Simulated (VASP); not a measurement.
# NaCl in VASP: a series of runs

Runs on NaCl. Level: LDA. Tasks: single point.

Everything below comes from runs of VASP 6.6.1. Logs are shortened: lines on timing, memory, paths and dates and some standing lists are left out, and cuts for length are marked.

## 1. The cell of the first run

It takes space group R-3m (No. 166, trigonal). The conventional cell has a = 3.874 Å, b = 3.874 Å, c = 9.417 Å, α = 90.00°, β = 90.00°, γ = 120.00°. Within 3.6 Å of Na (site symmetry -3m) lie 6 Cl at 2.73 Å. Within 3.6 Å of Cl (site symmetry -3m) lie 6 Na at 2.73 Å.

## 2. Single point, LDA (equal xy, yz and zx engineering shears of -0.5 %)

Input file INCAR:

```
SYSTEM = NaCl
PREC = Accurate
ENCUT = 520
EDIFF = 1E-7
ISMEAR = 0
SIGMA = 0.01
LREAL = .False.
LASPH = .True.
NELM = 60
ALGO = Normal
ISIF = 2
LWAVE = .False.
LCHARG = .False.
GGA = CA
NBANDS = 14
```

Input file KPOINTS:

```
regular mesh
0
Gamma
  8 8 8
  0 0 0
```

Input file POSCAR:

```
NaCl
1.0
   -0.0136609680      2.7253631232      2.7253631232
    2.7253631232     -0.0136609680      2.7253631232
    2.7253631232      2.7253631232     -0.0136609680
Na Cl
1 1
Direct
    0.0000000000      0.0000000000      0.0000000000
    0.5000000000      0.5000000000      0.5000000000
```

Potentials or basis: VASP PAW LDA potentials, release 64 (Na_pv, Cl).

Launch:

```bash
> cat potpaw_LDA.64/Na_pv/POTCAR potpaw_LDA.64/Cl/POTCAR > POTCAR
> mpirun -np 1 vasp_std > vasp.out
```

OUTCAR:

```text
SYSTEM = NaCl
   PREC = Accurate
   ENCUT = 520
   EDIFF = 1E-7
   ISMEAR = 0
   LREAL = .False.
   LASPH = .True.
   NELM = 60
   ISIF = 2
   GGA = CA

 ion  position               nearest neighbor table
   1  0.000  0.000  0.000-
   2  0.500  0.500  0.500-

  LATTYP: Found a trigonal (rhomboedric) cell.
 ALAT       =     3.8542697011
 COS(alpha) =     0.4949812504

  Lattice vectors:

 A1 = (  -0.0136609680,   2.7253631232,   2.7253631232)
 A2 = (   2.7253631232,  -0.0136609680,   2.7253631232)
 A3 = (   2.7253631232,   2.7253631232,  -0.0136609680)

Analysis of symmetry for initial positions (statically):
=====================================================================
 Subroutine PRICEL returns:
 Original cell was already a primitive cell.

 Routine SETGRP: Setting up the symmetry group for a
 trigonal (rhombohedral) supercell.

 Subroutine GETGRP returns: Found 12 space group operations
 (whereof 12 operations were pure point group operations)
 out of a pool of 12 trial point group operations.

The static configuration has the point symmetry D_3d.

Analysis of symmetry for dynamics (positions and initial velocities):
=====================================================================
 Subroutine PRICEL returns:
 Original cell was already a primitive cell.

 Routine SETGRP: Setting up the symmetry group for a
 trigonal (rhombohedral) supercell.

 Subroutine GETGRP returns: Found 12 space group operations
 (whereof 12 operations were pure point group operations)
 out of a pool of 12 trial point group operations.

The dynamic configuration has the point symmetry D_3d.

 Subroutine INISYM returns: Found 12 space group operations
 (whereof 12 operations are pure point group operations),
 and found     1 'primitive' translations

----------------------------------------------------------------------------------------

                                     Primitive cell

  volume of cell :      40.7902

  direct lattice vectors                    reciprocal lattice vectors
    -0.013660968  2.725363123  2.725363123    -0.182088109  0.183005430  0.183005430
     2.725363123 -0.013660968  2.725363123     0.183005430 -0.182088109  0.183005430
     2.725363123  2.725363123 -0.013660968     0.183005430  0.183005430 -0.182088109

  length of vectors
     3.854269701  3.854269701  3.854269701     0.316445974  0.316445974  0.316445974

  position of ions in fractional coordinates (direct lattice)
     0.000000000  0.000000000  0.000000000
     0.500000000  0.500000000  0.500000000

  ion indices of the primitive-cell ions
   primitive index   ion index
                 1           1
                 2           2

----------------------------------------------------------------------------------------

 KPOINTS: regular mesh

Automatic generation of k-mesh.
 Grid dimensions read from file:
 generate k-points for:    8    8    8

 Generating k-lattice:

  Cartesian coordinates                     Fractional coordinates (reciprocal lattice)
    -0.022761014  0.022875679  0.022875679     0.125000000  0.000000000 -0.000000000
     0.022875679 -0.022761014  0.022875679     0.000000000  0.125000000 -0.000000000
     0.022875679  0.022875679 -0.022761014     0.000000000  0.000000000  0.125000000

  Length of vectors
     0.039555747  0.039555747  0.039555747

  Shift w.r.t. Gamma in fractional coordinates (k-lattice)
     0.000000000  0.000000000  0.000000000

 Subroutine IBZKPT returns following result:
 ===========================================

 Found     65 irreducible k-points:

 Following reciprocal coordinates:
            Coordinates               Weight
  0.000000  0.000000  0.000000      1.000000
  0.125000  0.000000  0.000000      6.000000
  0.250000  0.000000  0.000000      6.000000
  0.375000  0.000000 -0.000000      6.000000
  0.500000  0.000000  0.000000      3.000000
  0.125000  0.125000  0.000000      6.000000
[... 16 lines left out ...]
  0.250000  0.125000  0.125000      6.000000
  0.375000  0.125000  0.125000      6.000000
 [... further k-points ...]
   k-points           NKPTS =     65   k-points in BZ     NKDIM =     65   number of bands    NBANDS=     14
   number of dos      NEDOS =    301   number of ions     NIONS =      2
   total plane-waves  NPLWV =  27000
   dimension x,y,z NGX =    30 NGY =   30 NGZ =   30
   dimension x,y,z NGXF=    60 NGYF=   60 NGZF=   60
   ions per type =               1   1
   NGX,Y,Z   is equivalent  to a cutoff of  12.94, 12.94, 12.94 a.u.
   NGXF,Y,Z  is equivalent  to a cutoff of  25.88, 25.88, 25.88 a.u.
 SYSTEM =  NaCl
   PREC   = accura    normal or accurate (medium, high low for compatibility)
   ISTART =      0    job   : 0-new  1-cont  2-samecut
   ICHARG =      2    charge: 1-file 2-atom 10-const
   ISPIN  =      1    spin polarized calculation?
   LNONCOLLINEAR =      F non collinear calculations
   LSORBIT =      F    spin-orbit coupling
   LASPH  =      T    aspherical Exc in radial PAW
   ENCUT  =  520.0 eV  38.22 Ry    6.18 a.u.   7.17  7.17  7.17*2*pi/ulx,y,z
   NELM   =     60;   NELMIN=  2; NELMDL= -5     # of ELM steps
   EDIFF  = 0.1E-06   stopping-criterion for ELM
   LREAL  =      F    real-space projection
   EDIFFG = 0.1E-05   stopping-criterion for IOM
   NSW    =      0    number of steps for IOM
   IBRION =     -1    ionic relax: 0-MD 1-quasi-New 2-CG
   NFREE  =      0    steps in history (QN), initial steepest desc. (CG)
   ISIF   =      2    stress and relaxation
   ISYM   =      2    0-nonsym 1-usesym 2-fastsym
   POTIM  = 0.5000    time-step for ionic-motion
   TEBEG  =    0.0;   TEEND  =   0.0 temperature during run
   PSTRESS=    0.0 pullay stress
   NELECT =      14.0000    total number of electrons
   NUPDOWN=      -1.0000    fix difference up-down
   EMIN   =  10.00;   EMAX   =-10.00  energy-range for DOS
   EFERMI =   0.00;   METHOD = LEGACY
   ISMEAR =     0;   SIGMA  =   0.01  broadening in eV -4-tet -1-fermi 0-gaus
   EFERMI_NEDOS =   21; number of points for ismear=-14 and -15
   IALGO  =     38    algorithm
   IMIX   =      4    mixing-type and parameters
     AMIX     =   0.40;   BMIX     =  1.00
     AMIX_MAG =   1.60;   BMIX_MAG =  1.00
  volume/ion in A,a.u.               =      20.40       137.63
  Fermi-wavevector in a.u.,A,eV,Ry     =   1.146213  2.166029 17.875400  1.313805
  Thomas-Fermi vector in A             =   2.282899
   LORBIT       =      0    0 simple, 1 ext, 2 COOP (PROOUT), +10 PAW based schemes
   GGA     = CA    functional components
   LHFCALC =     F    Hartree Fock is set to
   AEXX    =    0.0000 exact exchange contribution
   IVDW    =     0    specifies the selected vdW correction
   LEPSILON=     F    determine dielectric tensor
   LRPA    =     F    only Hartree local field effects (RPA)
 non-spin polarized calculation
 Gauss-broadening in eV      SIGMA  =   0.01
  energy-cutoff  :      520.00
  volume of cell :       40.79
 maximum number of plane-waves:      1115
 NGX is ok and might be reduce to    30
   NGX = 15   NGY = 15   NGZ = 15

 number of electron      13.9999993 magnetization

 Free energy of the ion-electron system (eV)
  ---------------------------------------------------
  ext. energy  EPLUGINS =         0.00000000
  ---------------------------------------------------
  free energy    TOTEN  =        -7.38907935 eV

  energy without entropy =       -7.38907935  energy(sigma->0) =       -7.38907935

 E-fermi :  -0.2131     XC(G=0):  -9.1379

 val. band max:       -0.3367644600   @ k =   0.0000   0.0000   0.0000
 cond. band min:       4.7228259078   @ k =   0.0000   0.0000   0.0000
 fundamental gap:      5.0595903678
 Fermi energy:        -0.2131204931

 k-point     1 :       0.0000    0.0000    0.0000
  band No.  band energies     occupation
      1     -20.9859      2.00000
      2     -20.9852      2.00000
      3     -20.9852      2.00000
      4     -13.1814      2.00000
      5      -0.3679      2.00000
      6      -0.3679      2.00000
      7      -0.3368      2.00000
      8       4.7228      0.00000
      9      10.5345      0.00000
     10      10.5345      0.00000
     11      10.6477      0.00000
     12      12.9298      0.00000
     13      12.9298      0.00000
     14      14.4572      0.00000

 k-point     2 :       0.1250    0.0000    0.0000
  band No.  band energies     occupation
      1     -20.9925      2.00000
      2     -20.9863      2.00000
      3     -20.9856      2.00000
      4     -13.1170      2.00000
      5      -0.8196      2.00000
      6      -0.4190      2.00000
      7      -0.3926      2.00000
      8       5.2757      0.00000
      9       9.9980      0.00000
     10      10.7532      0.00000
     11      10.8532      0.00000
     12      12.6695      0.00000
     13      12.6888      0.00000
     14      15.5013      0.00000

 k-point     3 :       0.2500    0.0000    0.0000
  band No.  band energies     occupation
      1     -21.0097      2.00000
      2     -20.9875      2.00000
      3     -20.9867      2.00000
      4     -12.9559      2.00000
      5      -1.6998      2.00000
      6      -0.5376      2.00000
      7      -0.5144      2.00000
      8       6.2577      0.00000
      9       9.5553      0.00000
     10      10.9140      0.00000
     11      10.9922      0.00000
     12      12.8836      0.00000
     13      12.9520      0.00000
     14      15.5568      0.00000
[... 324 lines left out ...]
 k-point    23 :       0.2500    0.1250    0.1250
  band No.  band energies     occupation
      1     -21.0015      2.00000
      2     -20.9893      2.00000
      3     -20.9855      2.00000
      4     -13.0201      2.00000
      5      -1.2812      2.00000
      6      -0.6183      2.00000
      7      -0.4586      2.00000
      8       6.0015      0.00000
      9       9.4844      0.00000
     10      10.9351      0.00000
     11      11.1150      0.00000
     12      11.9389      0.00000
     13      13.1956      0.00000
     14      16.6071      0.00000

 k-point    24 :       0.3750    0.1250    0.1250
  band No.  band energies     occupation
      1     -21.0158      2.00000
      2     -20.9924      2.00000
      3     -20.9866      2.00000
      4     -12.8598      2.00000
      5      -1.9723      2.00000
      6      -0.8335      2.00000
      7      -0.5757      2.00000
      8       6.9151      0.00000
      9       9.3250      0.00000
     10      10.5099      0.00000
     11      11.1417      0.00000
     12      12.4039      0.00000
     13      14.4792      0.00000
     14      16.4267      0.00000

 [... further k-points ...]

------------------------ aborting loop because EDIFF is reached ----------------------------------------

  FORCE on cell =-STRESS in cart. coord.  units (eV):
  Direction    XX          YY          ZZ          XY          YZ          ZX
  --------------------------------------------------------------------------------------
  -------------------------------------------------------------------------------------
  Total       -0.0006562     -0.0006562     -0.0006562      0.0161669      0.0161669      0.0161669
  in kB       -0.0257727     -0.0257727     -0.0257727      0.6350099      0.6350099      0.6350099
  external PRESSURE =      -0.0257727 kB  Pullay stress =       0.0000000 kB

 VOLUME and BASIS-vectors are now :
 -----------------------------------------------------------------------------
  energy-cutoff  :      520.00
  volume of cell :       40.79
      direct lattice vectors                 reciprocal lattice vectors
    -0.013660968  2.725363123  2.725363123    -0.182088109  0.183005430  0.183005430
     2.725363123 -0.013660968  2.725363123     0.183005430 -0.182088109  0.183005430
     2.725363123  2.725363123 -0.013660968     0.183005430  0.183005430 -0.182088109

 POSITION                                       TOTAL-FORCE (eV/Angst)
 -----------------------------------------------------------------------------------
      0.00000      0.00000      0.00000         0.000000     -0.000000      0.000000
      2.71853      2.71853      2.71853        -0.000000      0.000000     -0.000000
 -----------------------------------------------------------------------------------
    total drift:                               -0.000000      0.000000      0.000000

  FREE ENERGIE OF THE ION-ELECTRON SYSTEM (eV)
  ---------------------------------------------------
  free  energy   TOTEN  =        -7.3890793517 eV

  energy  without entropy=       -7.3890793517  energy(sigma->0) =       -7.38907935
```

Wall time 44 s (1 thread of Intel Xeon 8259CL, shared host); peak memory 0.16 GiB.

Results:

| Item | Value |
| --- | --- |
| Free energy | -7.3891 eV |
| Pressure | 0.0 GPa |
| Band gap on the k mesh | 5.06 eV |

Caveat: the cell differs from its parent crystal (equal xy, yz and zx engineering shears of -0.5 %).

## 3. Single point, LDA (equal xy, yz and zx engineering shears of +0.5 %)

Input file INCAR:

```
PREC = Accurate
ENCUT = 520
EDIFF = 1E-6
ISMEAR = 0
SIGMA = 0.01
LREAL = F
LASPH = T
NELM = 60
ALGO = Normal
ISIF = 2
LWAVE = F
LCHARG = F
NBANDS = 14
```

Input file KPOINTS:

```
regular mesh
0
Gamma
  8 8 8
```

Input file POSCAR:

```
NaCl
1.0
    0.0136609680      2.7390240913      2.7390240913
    2.7390240913      0.0136609680      2.7390240913
    2.7390240913      2.7390240913      0.0136609680
Na Cl
1 1
Direct
    0.0000000000      0.0000000000      0.0000000000
    0.5000000000      0.5000000000      0.5000000000
```

Potentials or basis: VASP PAW LDA potentials, release 64 (Na_pv, Cl).

Launch:

```bash
> cat potpaw_LDA.64/Na_pv/POTCAR potpaw_LDA.64/Cl/POTCAR > POTCAR
> mpirun -np 1 vasp_std > vasp.out
```

Wall time 36 s (1 thread of Intel Xeon 8259CL, shared host); peak memory 0.16 GiB.

Results (log left out):

* Free energy: -7.3891 eV
* Pressure: 0.0 GPa
* Band gap on the k mesh: 5.07 eV

Stress tensor (GPa, compression positive):
```
 0.03 -0.07 -0.07
-0.07  0.03 -0.07
-0.07 -0.07  0.03
```

Levels at points of the mesh, in eV from the valence-band top:
```
           k point  band 5  band 6  band 7  band 8  band 9  band 10
(0.00, 0.00, 0.00)   -0.03    0.00    0.00    5.07   10.84    10.96
(0.50, 0.00, 0.00)   -2.34   -0.36   -0.34    7.04   10.84    10.91
(0.50, 0.50, 0.00)   -2.02   -0.75   -0.72    7.42    7.63    11.61
(0.50, 0.50, 0.50)   -2.35   -0.33   -0.33    7.06   10.93    10.93
```

Caveat: the cell differs from its parent crystal (equal xy, yz and zx engineering shears of +0.5 %).

[end of part 1 of 2]
